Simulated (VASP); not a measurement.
# AlN (P6_3mc) in VASP: further runs, part 2 of 2

VASP 6.6.1. The steps go on from the part before.

**3. Relaxation of the atoms, PBE**

This run uses another cell than the first one, of 9.40 Å³/atom.

Contents of INCAR:

```
SYSTEM = AlN
PREC = Accurate
ENCUT = 520
EDIFF = 1E-6
ISMEAR = 0
SIGMA = 0.05
LREAL = .FALSE.
LASPH = .TRUE.
NELM = 100
ALGO = Normal
ISIF = 2
LWAVE = .FALSE.
LCHARG = .FALSE.
GGA = PE
IBRION = 2
NSW = 50
EDIFFG = -0.01
```

Contents of KPOINTS:

```
regular mesh
0
G
  9 9 6
  0 0 0
```

Contents of POSCAR:

```
AlN
1.0
    3.0673000000      0.0000000000      0.0000000000
   -1.5336500000      2.6563597210      0.0000000000
    0.0000000000      0.0000000000      4.6156000000
Al N
2 2
Direct
    0.3333333333      0.6666666667      0.0017290859
    0.6666666667      0.3333333333      0.5017290859
    0.3333333333      0.6666666667      0.3832709141
    0.6666666667      0.3333333333      0.8832709141
```

Potentials or basis: VASP PAW PBE potentials, release 64 (Al, N).

Launch:

```
> cat potpaw_PBE.64/Al/POTCAR potpaw_PBE.64/N/POTCAR > POTCAR
> mpirun -np 1 vasp_std > vasp.out
```

OUTCAR:

```text
SYSTEM = AlN
   PREC = Accurate
   ENCUT = 520
   EDIFF = 1E-6
   ISMEAR = 0
   LREAL = .FALSE.
   LASPH = .TRUE.
   NELM = 100
   ISIF = 2
   GGA = PE
   IBRION = 2
   NSW = 50
   EDIFFG = -0.01

 ion  position               nearest neighbor table
   1  0.333  0.667  0.002-   3 1.76   4 1.85   4 1.85   4 1.85   2 2.91   2 2.91   2 2.91   2 2.91
                             2 2.91   2 2.91
   2  0.667  0.333  0.502-   4 1.76   3 1.85   3 1.85   3 1.85   1 2.91   1 2.91   1 2.91   1 2.91
                             1 2.91   1 2.91
   3  0.333  0.667  0.383-   1 1.76   2 1.85   2 1.85   2 1.85
   4  0.667  0.333  0.883-   2 1.76   1 1.85   1 1.85   1 1.85

  LATTYP: Found a hexagonal cell.
 ALAT       =     3.0673000000
 C/A-ratio  =     1.5047761875

  Lattice vectors:

 A1 = (   3.0673000000,   0.0000000000,   0.0000000000)
 A2 = (  -1.5336500000,   2.6563597210,   0.0000000000)
 A3 = (   0.0000000000,   0.0000000000,   4.6156000000)

Analysis of symmetry for initial positions (statically):
=====================================================================
 Subroutine PRICEL returns:
 Original cell was already a primitive cell.

 Routine SETGRP: Setting up the symmetry group for a
 hexagonal supercell.

 Subroutine GETGRP returns: Found 12 space group operations
 (whereof  6 operations were pure point group operations)
 out of a pool of 24 trial point group operations.

The static configuration has the point symmetry C_3v.
 The point group associated with its full space group is C_6v.

Analysis of symmetry for dynamics (positions and initial velocities):
=====================================================================
 Subroutine PRICEL returns:
 Original cell was already a primitive cell.

 Routine SETGRP: Setting up the symmetry group for a
 hexagonal supercell.

[... 149 lines left out ...]
--------------------------------------- Ionic step        1  -------------------------------------------

 number of electron      15.9999997 magnetization

 Free energy of the ion-electron system (eV)
  ---------------------------------------------------
  ext. energy  EPLUGINS =         0.00000000
  ---------------------------------------------------
  free energy    TOTEN  =       -29.20062771 eV

  energy without entropy =      -29.20062771  energy(sigma->0) =      -29.20062771

------------------------ aborting loop because EDIFF is reached ----------------------------------------

  FORCE on cell =-STRESS in cart. coord.  units (eV):
  Direction    XX          YY          ZZ          XY          YZ          ZX
  --------------------------------------------------------------------------------------
  -------------------------------------------------------------------------------------
  Total        4.6092026      4.6092026     12.5568367      0.0000000      0.0000000      0.0000000
  in kB      196.3654499    196.3654499    534.9577976      0.0000000      0.0000000      0.0000000
  external PRESSURE =     309.2295658 kB  Pullay stress =       0.0000000 kB
[... 63 lines left out ...]
--------------------------------------- Ionic step        3  -------------------------------------------

 number of electron      15.9999997 magnetization

 Free energy of the ion-electron system (eV)
  ---------------------------------------------------
  ext. energy  EPLUGINS =         0.00000000
  ---------------------------------------------------
  free energy    TOTEN  =       -29.31657803 eV

  energy without entropy =      -29.31657803  energy(sigma->0) =      -29.31657803

 E-fermi :   7.9414     XC(G=0): -11.3783

 val. band max:        7.7106788972   @ k =   0.0000   0.0000   0.0000
 cond. band min:      12.3893710860   @ k =   0.0000   0.0000   0.0000
 fundamental gap:      4.6786921888
 Fermi energy:         7.9414042178

 k-point     1 :       0.0000    0.0000    0.0000
  band No.  band energies     occupation
      1      -8.6377      2.00000
      2      -5.8326      2.00000
      3       0.9679      2.00000
      4       5.9400      2.00000
      5       5.9400      2.00000
      6       6.8233      2.00000
      7       6.8233      2.00000
      8       7.7107      2.00000
      9      12.3894      0.00000
     10      14.3116      0.00000
     11      18.5143      0.00000
     12      18.5143      0.00000
[... 331 lines left out ...]
 k-point    24 :       0.3333    0.3333    0.1667
  band No.  band energies     occupation
      1      -5.7920      2.00000
      2      -5.7920      2.00000
      3       1.9317      2.00000
      4       2.7904      2.00000
      5       2.7904      2.00000
      6       4.4458      2.00000
      7       5.4192      2.00000
      8       5.4192      2.00000
      9      13.2133      0.00000
     10      15.8098      0.00000
     11      17.1209      0.00000
     12      17.1209      0.00000

 [... further k-points ...]

------------------------ aborting loop because EDIFF is reached ----------------------------------------

  FORCE on cell =-STRESS in cart. coord.  units (eV):
  Direction    XX          YY          ZZ          XY          YZ          ZX
  --------------------------------------------------------------------------------------
  -------------------------------------------------------------------------------------
  Total        5.9463034      5.9463034      8.0947235      0.0000000      0.0000000      0.0000000
  in kB      253.3298368    253.3298368    344.8587876      0.0000000      0.0000000      0.0000000
  external PRESSURE =     283.8394871 kB  Pullay stress =       0.0000000 kB
[... 19 lines left out ...]
  FREE ENERGIE OF THE ION-ELECTRON SYSTEM (eV)
  ---------------------------------------------------
  free  energy   TOTEN  =       -29.3165780297 eV

  energy  without entropy=      -29.3165780297  energy(sigma->0) =      -29.31657803

 reached required accuracy - stopping structural energy minimisation
```

OSZICAR:

```text
N       E                     dE             d eps       ncg     rms          rms(c)
DAV:   1     0.512867605931E+02    0.51287E+02   -0.77415E+03  1160   0.120E+03
DAV:   2    -0.309170457353E+02   -0.82204E+02   -0.75650E+02  1688   0.233E+02
[... 25 lines left out ...]
DAV:   2    -0.293208172584E+02   -0.71287E-02   -0.13768E-01  1360   0.333E+00    0.348E-01
DAV:   3    -0.293167376060E+02    0.40797E-02   -0.50211E-03  1328   0.825E-01    0.124E-01
DAV:   4    -0.293165834974E+02    0.15411E-03   -0.35111E-03  1380   0.515E-01    0.580E-02
DAV:   5    -0.293165805321E+02    0.29652E-05   -0.19903E-04  1228   0.136E-01    0.380E-02
DAV:   6    -0.293165832893E+02   -0.27571E-05   -0.88606E-06  1392   0.293E-02    0.167E-02
DAV:   7    -0.293165778962E+02    0.53930E-05   -0.16824E-05  1340   0.452E-02    0.363E-03
DAV:   8    -0.293165780297E+02   -0.13349E-06   -0.33096E-06   964   0.156E-02
   3 F= -.29316578E+02 E0= -.29316578E+02  d E =-.115950E+00
```

CONTCAR:

```text
AlN
   1.00000000000000
     3.0672999999999999    0.0000000000000000    0.0000000000000000
    -1.5336500000000000    2.6563597209999998    0.0000000000000000
     0.0000000000000000    0.0000000000000000    4.6155999999999997
  Al              N
     2     2
Direct
     0.3333333332999970    0.6666666667000030    0.9928305408284183
     0.6666666667000030    0.3333333332999970    0.4928305408284183
     0.3333333332999970    0.6666666667000030    0.3921694591715869
     0.6666666667000030    0.3333333332999970    0.8921694591715869

  0.00000000E+00  0.00000000E+00  0.00000000E+00
  0.00000000E+00  0.00000000E+00  0.00000000E+00
  0.00000000E+00  0.00000000E+00  0.00000000E+00
  0.00000000E+00  0.00000000E+00  0.00000000E+00
```

Run time: 69 s. Hardware: 1 thread of Intel Xeon 8259CL, shared host; peak memory 0.16 GiB.

What came out:

| Quantity | Value |
| --- | --- |
| Free energy | -29.3166 eV |
| Energy gained by relaxing | 29.0 meV/atom |
| Ionic steps | 3 |
| Pressure after relaxing | 28.4 GPa |
| Band gap on the k mesh | 4.68 eV |

Forces on the atoms (eV/Å):
```
Al   0.000  0.000 -0.003
Al   0.000  0.000 -0.003
N    0.000  0.000  0.003
N    0.000  0.000  0.003
```

Stress tensor (GPa, compression positive):
```
25.33  0.00  0.00
 0.00 25.33  0.00
 0.00  0.00 34.49
```

The path:
| step | energy change (eV) | largest force (eV/Å) | pressure (GPa) |
| --- | --- | --- | --- |
| 1 | 0.0000 | 1.5381 | 30.92 |
| 2 | -0.0632 | 0.7341 | 27.69 |
| 3 | -0.1160 | 0.0028 | 28.38 |

Final structure:
```
Al N
1.0
     3.06730    0.00000    0.00000
    -1.53365    2.65636    0.00000
     0.00000    0.00000    4.61560
Al N
2 2
Direct
  0.33333 0.66667 0.99283
  0.66667 0.33333 0.49283
  0.33333 0.66667 0.39217
  0.66667 0.33333 0.89217
```

Caveat: an odd mesh through Γ misses points on the zone boundary, where band edges can lie. A hybrid or GW would open this gap; PBE tends to underestimate it.
